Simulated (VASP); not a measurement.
# Sr (Cmcm) in VASP: notebook

Sr is run at these levels: PBE; tasks: single point.

Everything below comes from runs of VASP 6.6.1. Logs are shortened: lines on timing, memory, paths and dates and some standing lists are left out, and cuts for length are marked.

### 1 The cell of the first run

It takes space group Cmcm (No. 63, orthorhombic). Conventional cell: a = 4.066 Å, b = 7.003 Å, c = 6.712 Å, α = 90.00°, β = 90.00°, γ = 90.00°. Within 5.3 Å of Sr (site symmetry m2m) lie 12 Sr at 4.05 to 4.10 Å.

### 2 Single point, PBE (Ca replaced by Sr, lengths x 1.065, strained)

Input file INCAR:

```
SYSTEM = Sr
PREC = Accurate
ENCUT = 520
EDIFF = 1E-6
ISMEAR = 0
SIGMA = 0.1
LREAL = .FALSE.
LASPH = .TRUE.
NELM = 100
ALGO = Fast
ISIF = 2
LWAVE = .FALSE.
LCHARG = .TRUE.
GGA = PE
LELF = .TRUE.
LVHAR = .TRUE.
NBANDS = 17
```

Input file KPOINTS:

```
regular mesh
0
G
  12 12 6
  0 0 0
```

Input file POSCAR:

```
Sr
1.0
    2.0328226589     -3.5015032869      0.0000000000
    2.0328226589      3.5015032869      0.0000000000
    0.0000000000      0.0000000000      6.7123375255
Sr
2
Direct
    0.8355866000      0.1644134000      0.2500000000
    0.1644134000      0.8355866000      0.7500000000
```

Potentials or basis: VASP PAW PBE potentials, release 64 (Sr_sv).

The run is started by

```bash
> cat potpaw_PBE.64/Sr_sv/POTCAR > POTCAR
> mpirun -np 1 vasp_std > vasp.out
```

OUTCAR:

```text
SYSTEM = Sr
   PREC = Accurate
   ENCUT = 520
   EDIFF = 1E-6
   ISMEAR = 0
   LREAL = .FALSE.
   LASPH = .TRUE.
   NELM = 100
   ISIF = 2
   GGA = PE

 ion  position               nearest neighbor table
   1  0.836  0.164  0.250-   2 4.07   2 4.07   2 4.10   2 4.10   2 4.10   2 4.10
   2  0.164  0.836  0.750-   1 4.07   1 4.07   1 4.10   1 4.10   1 4.10   1 4.10

  LATTYP: Found a base centered orthorhombic cell.
 ALAT       =     4.0656453178
 B/A-ratio  =     1.7224834009
 C/A-ratio  =     1.6509894496

  Lattice vectors:

 A1 = (   2.0328226589,  -3.5015032869,   0.0000000000)
 A2 = (   2.0328226589,   3.5015032869,   0.0000000000)
 A3 = (   0.0000000000,   0.0000000000,   6.7123375255)

Analysis of symmetry for initial positions (statically):
=====================================================================
 Subroutine PRICEL returns:
 Original cell was already a primitive cell.

 Routine SETGRP: Setting up the symmetry group for a
 base centered orthorhombic supercell.

 Subroutine GETGRP returns: Found  8 space group operations
 (whereof  4 operations were pure point group operations)
 out of a pool of  8 trial point group operations.

The static configuration has the point symmetry C_2h.
 The point group associated with its full space group is D_2h.

Analysis of symmetry for dynamics (positions and initial velocities):
=====================================================================
 Subroutine PRICEL returns:
 Original cell was already a primitive cell.

 Routine SETGRP: Setting up the symmetry group for a
 base centered orthorhombic supercell.

 Subroutine GETGRP returns: Found  8 space group operations
 (whereof  4 operations were pure point group operations)
 out of a pool of  8 trial point group operations.

The dynamic configuration has the point symmetry C_2h.
 The point group associated with its full space group is D_2h.

 Subroutine INISYM returns: Found  8 space group operations
 (whereof  4 operations are pure point group operations),
 and found     1 'primitive' translations

----------------------------------------------------------------------------------------

                                     Primitive cell

  volume of cell :      95.5560

  direct lattice vectors                    reciprocal lattice vectors
     2.032822659 -3.501503287  0.000000000     0.245963413 -0.142795811  0.000000000
     2.032822659  3.501503287  0.000000000     0.245963413  0.142795811  0.000000000
     0.000000000  0.000000000  6.712337525     0.000000000  0.000000000  0.148979397

  length of vectors
     4.048813805  4.048813805  6.712337525     0.284409290  0.284409290  0.148979397

  position of ions in fractional coordinates (direct lattice)
     0.835586600  0.164413400  0.250000000
     0.164413400  0.835586600  0.750000000

  ion indices of the primitive-cell ions
   primitive index   ion index
                 1           1
                 2           2

----------------------------------------------------------------------------------------

 KPOINTS: regular mesh

Automatic generation of k-mesh.
 Grid dimensions read from file:
 generate k-points for:   12   12    6

 Generating k-lattice:

  Cartesian coordinates                     Fractional coordinates (reciprocal lattice)
     0.020496951 -0.011899651  0.000000000     0.083333333  0.000000000  0.000000000
     0.020496951  0.011899651  0.000000000     0.000000000  0.083333333  0.000000000
     0.000000000  0.000000000  0.024829900     0.000000000  0.000000000  0.166666667

  Length of vectors
     0.023700774  0.023700774  0.024829900

  Shift w.r.t. Gamma in fractional coordinates (k-lattice)
     0.000000000  0.000000000  0.000000000

 Subroutine IBZKPT returns following result:
 ===========================================

 Found    172 irreducible k-points:

 Following reciprocal coordinates:
            Coordinates               Weight
  0.000000  0.000000  0.000000      1.000000
  0.083333  0.000000  0.000000      4.000000
  0.166667  0.000000  0.000000      4.000000
  0.250000  0.000000  0.000000      4.000000
  0.333333 -0.000000  0.000000      4.000000
  0.416667  0.000000  0.000000      4.000000
[... 16 lines left out ...]
  0.500000  0.166667  0.000000      4.000000
 -0.416667  0.166667  0.000000      4.000000
 [... further k-points ...]
   k-points           NKPTS =    172   k-points in BZ     NKDIM =    172   number of bands    NBANDS=     17
   number of dos      NEDOS =    301   number of ions     NIONS =      2
   total plane-waves  NPLWV =  45000
   dimension x,y,z NGX =    30 NGY =   30 NGZ =   50
   dimension x,y,z NGXF=    60 NGYF=   60 NGZF=  100
   ions per type =               2
   NGX,Y,Z   is equivalent  to a cutoff of  12.32, 12.32, 12.38 a.u.
   NGXF,Y,Z  is equivalent  to a cutoff of  24.64, 24.64, 24.77 a.u.
 SYSTEM =  Sr
   PREC   = accura    normal or accurate (medium, high low for compatibility)
   ISTART =      0    job   : 0-new  1-cont  2-samecut
   ICHARG =      2    charge: 1-file 2-atom 10-const
   ISPIN  =      1    spin polarized calculation?
   LNONCOLLINEAR =      F non collinear calculations
   LSORBIT =      F    spin-orbit coupling
   LASPH  =      T    aspherical Exc in radial PAW
   ENCUT  =  520.0 eV  38.22 Ry    6.18 a.u.   7.53  7.53 12.48*2*pi/ulx,y,z
   NELM   =    100;   NELMIN=  2; NELMDL= -5     # of ELM steps
   EDIFF  = 0.1E-05   stopping-criterion for ELM
   LREAL  =      F    real-space projection
   EDIFFG = 0.1E-04   stopping-criterion for IOM
   NSW    =      0    number of steps for IOM
   IBRION =     -1    ionic relax: 0-MD 1-quasi-New 2-CG
   NFREE  =      0    steps in history (QN), initial steepest desc. (CG)
   ISIF   =      2    stress and relaxation
   ISYM   =      2    0-nonsym 1-usesym 2-fastsym
   POTIM  = 0.5000    time-step for ionic-motion
   TEBEG  =    0.0;   TEEND  =   0.0 temperature during run
   PSTRESS=    0.0 pullay stress
   NELECT =      20.0000    total number of electrons
   NUPDOWN=      -1.0000    fix difference up-down
   EMIN   =  10.00;   EMAX   =-10.00  energy-range for DOS
   EFERMI =   0.00;   METHOD = LEGACY
   ISMEAR =     0;   SIGMA  =   0.10  broadening in eV -4-tet -1-fermi 0-gaus
   EFERMI_NEDOS =   21; number of points for ismear=-14 and -15
   IALGO  =     68    algorithm
   IMIX   =      4    mixing-type and parameters
     AMIX     =   0.40;   BMIX     =  1.00
     AMIX_MAG =   1.60;   BMIX_MAG =  1.00
  volume/ion in A,a.u.               =      47.78       322.42
  Fermi-wavevector in a.u.,A,eV,Ry     =   0.971998  1.836811 12.854525  0.944781
  Thomas-Fermi vector in A             =   2.102261
   LORBIT       =      0    0 simple, 1 ext, 2 COOP (PROOUT), +10 PAW based schemes
   GGA     = PE    functional components
   LHFCALC =     F    Hartree Fock is set to
   AEXX    =    0.0000 exact exchange contribution
   IVDW    =     0    specifies the selected vdW correction
   LEPSILON=     F    determine dielectric tensor
   LRPA    =     F    only Hartree local field effects (RPA)
 non-spin polarized calculation
 RMM-DIIS sequential band-by-band and
 Gauss-broadening in eV      SIGMA  =   0.10
  energy-cutoff  :      520.00
  volume of cell :       95.56
 maximum number of plane-waves:      2599
   NGX = 15   NGY = 15   NGZ = 25

 number of electron      20.0000000 magnetization

 Free energy of the ion-electron system (eV)
  ---------------------------------------------------
  ext. energy  EPLUGINS =         0.00000000
  ---------------------------------------------------
  free energy    TOTEN  =        -3.18300329 eV

  energy without entropy =       -3.16870620  energy(sigma->0) =       -3.17585474

 E-fermi :   2.0930     XC(G=0):  -7.7888

 val. band max:        2.0924863911   @ k =   0.2500   0.0833   0.0000
 cond. band min:       2.0939856839   @ k =  -0.3333   0.0833   0.0000
 fundamental gap:      0.0014992928
 Fermi energy:         2.0930377692

 k-point     1 :       0.0000    0.0000    0.0000
  band No.  band energies     occupation
      1     -34.2526      2.00000
      2     -34.2272      2.00000
      3     -16.4158      2.00000
      4     -16.1483      2.00000
      5     -16.1441      2.00000
      6     -16.1068      2.00000
[... 9 lines left out ...]
     16       5.0589      0.00000
     17       5.6580      0.00000

 k-point     2 :       0.0833    0.0000    0.0000
  band No.  band energies     occupation
      1     -34.2510      2.00000
      2     -34.2263      2.00000
      3     -16.4088      2.00000
      4     -16.1628      2.00000
      5     -16.1521      2.00000
      6     -16.1246      2.00000
[... 9 lines left out ...]
     16       5.1550      0.00000
     17       5.4634      0.00000

 k-point     3 :       0.1667    0.0000    0.0000
  band No.  band energies     occupation
      1     -34.2464      2.00000
      2     -34.2240      2.00000
      3     -16.3886      2.00000
      4     -16.2099      2.00000
      5     -16.1726      2.00000
      6     -16.1660      2.00000
[... 9 lines left out ...]
     16       5.0118      0.00000
     17       5.3873      0.00000

 k-point     4 :       0.2500    0.0000    0.0000
  band No.  band energies     occupation
      1     -34.2400      2.00000
      2     -34.2210      2.00000
      3     -16.3586      2.00000
      4     -16.2747      2.00000
      5     -16.2354      2.00000
      6     -16.1845      2.00000
[... 9 lines left out ...]
     16       5.4012      0.00000
     17       5.5210      0.00000
[... 343 lines left out ...]
      1     -34.2232      2.00000
      2     -34.2165      2.00000
      3     -16.3832      2.00000
      4     -16.3360      2.00000
      5     -16.2621      2.00000
      6     -16.2569      2.00000
[... 9 lines left out ...]
     16       6.5058      0.00000
     17       6.7746      0.00000

 k-point    23 :       0.5000    0.1667    0.0000
  band No.  band energies     occupation
      1     -34.2252      2.00000
      2     -34.2166      2.00000
      3     -16.3709      2.00000
      4     -16.3324      2.00000
      5     -16.2760      2.00000
      6     -16.2448      2.00000
[... 9 lines left out ...]
     16       6.1425      0.00000
     17       6.5716      0.00000

 k-point    24 :      -0.4167    0.1667    0.0000
  band No.  band energies     occupation
      1     -34.2302      2.00000
      2     -34.2175      2.00000
      3     -16.3339      2.00000
      4     -16.3144      2.00000
      5     -16.3069      2.00000
      6     -16.2186      2.00000
[... 9 lines left out ...]
     16       5.7741      0.00000
     17       6.2752      0.00000

 [... further k-points ...]

------------------------ aborting loop because EDIFF is reached ----------------------------------------

  FORCE on cell =-STRESS in cart. coord.  units (eV):
  Direction    XX          YY          ZZ          XY          YZ          ZX
  --------------------------------------------------------------------------------------
  -------------------------------------------------------------------------------------
  Total        1.2272510      1.3626450      1.1602278      0.0000000      0.0000000      0.0000000
  in kB       20.5771943     22.8473315     19.4534230      0.0000000      0.0000000      0.0000000
  external PRESSURE =      20.9593163 kB  Pullay stress =       0.0000000 kB

 VOLUME and BASIS-vectors are now :
 -----------------------------------------------------------------------------
  energy-cutoff  :      520.00
  volume of cell :       95.56
      direct lattice vectors                 reciprocal lattice vectors
     2.032822659 -3.501503287  0.000000000     0.245963413 -0.142795811  0.000000000
     2.032822659  3.501503287  0.000000000     0.245963413  0.142795811  0.000000000
     0.000000000  0.000000000  6.712337525     0.000000000  0.000000000  0.148979397

 POSITION                                       TOTAL-FORCE (eV/Angst)
 -----------------------------------------------------------------------------------
      2.03282     -2.35012      1.67808         0.000000      0.013528     -0.000000
      2.03282      2.35012      5.03425         0.000000     -0.013528      0.000000
 -----------------------------------------------------------------------------------
    total drift:                                0.000000     -0.000000      0.000000

  FREE ENERGIE OF THE ION-ELECTRON SYSTEM (eV)
  ---------------------------------------------------
  free  energy   TOTEN  =        -3.1830032905 eV

  energy  without entropy=       -3.1687061960  energy(sigma->0) =       -3.17585474
```

Wall time 5.6 min (1 thread of Intel Xeon Platinum 8375C at 2.90GHz (Ice Lake), shared host); peak memory 0.37 GiB.

Results:

| Item | Value |
| --- | --- |
| Free energy | -3.1830 eV |
| Pressure | 2.1 GPa |
| Largest force | 0.014 eV/Å |
| Band gap on the k mesh | zero (bands 10 and 11 overlap by 0.21 eV) |

Forces on the atoms (eV/Å):
```
Sr   0.000  0.014  0.000
Sr   0.000 -0.014  0.000
```

Caveat: the cell differs from its parent crystal (Ca replaced by Sr, lengths x 1.065, strained).

### 3 Single point, PBE (Ca replaced by Sr, lengths x 1.065, strained)

Input file INCAR:

```
PREC     = Accurate       # precision mode
ENCUT    = 520            # plane-wave cutoff, eV
EDIFF    = 1E-6           # SCF threshold, eV
ISMEAR   = 0              # smearing method
SIGMA    = 0.1            # smearing width, eV
LREAL    = False          # projectors in reciprocal space
LASPH    = True           # aspherical terms in the spheres
NELM     = 60             # most SCF steps
ALGO     = Fast           # electronic algorithm
ISIF     = 2              # what is computed and relaxed
LWAVE    = False          # write WAVECAR
LCHARG   = False          # write CHGCAR
GGA      = PE             # functional
NBANDS   = 17             # bands
```

Input file KPOINTS:

```
regular mesh
0
Gamma
  12 12 6
```

Input file POSCAR:

```
Sr
1.0
    2.1470061328     -3.6981824254      0.0000000000
    2.1470061328      3.6981824254      0.0000000000
    0.0000000000      0.0000000000      7.0893689470
Sr
2
Direct
    0.8355866000      0.1644134000      0.2500000000
    0.1644134000      0.8355866000      0.7500000000
```

Potentials or basis: VASP PAW PBE potentials, release 64 (Sr_sv).

The run is started by

```bash
> cat potpaw_PBE.64/Sr_sv/POTCAR > POTCAR
> mpirun -np 1 vasp_std > vasp.out
```

It took 7.6 min on 1 thread of Oxide Virtual Turin-like, shared host; peak memory 0.39 GiB.

It converged, with:

```yaml
Free_energy: -3.2731 eV
Pressure: -0.2 GPa
Largest_force: 0.015 eV/Å
Band_gap_on_the_k_mesh: zero (bands 10 and 11 overlap by 0.27 eV)
```

Forces in eV/Å, atoms in the order of the input:
```
Sr   0.000  0.015  0.000
Sr   0.000 -0.015  0.000
```

Stress tensor (GPa, compression positive):
```
-0.23  0.00  0.00
 0.00 -0.05  0.00
 0.00  0.00 -0.28
```

Levels at points of the mesh, in eV from the Fermi level:
| k point | band 8 | band 9 | band 10 | band 11 | band 12 | band 13 |
| --- | --- | --- | --- | --- | --- | --- |
| (0.00, 0.00, 0.00) | -18.57 | -3.62 | -1.17 | -0.03 | 2.20 | 2.26 |
| (0.50, 0.00, 0.00) | -18.59 | -1.12 | -0.54 | 0.06 | 0.25 | 1.27 |
| (0.50, 0.50, 0.00) | -18.60 | -1.08 | -0.54 | 0.09 | 0.26 | 1.22 |
| (0.00, 0.00, 0.50) | -18.58 | -2.72 | -2.72 | 1.21 | 1.21 | 2.26 |
| (0.50, 0.00, 0.50) | -18.61 | -0.80 | -0.80 | 0.21 | 0.21 | 1.30 |
| (0.50, 0.50, 0.50) | -18.61 | -0.79 | -0.79 | 0.24 | 0.24 | 1.28 |

Caveat: the cell differs from its parent crystal (Ca replaced by Sr, lengths x 1.065, strained).
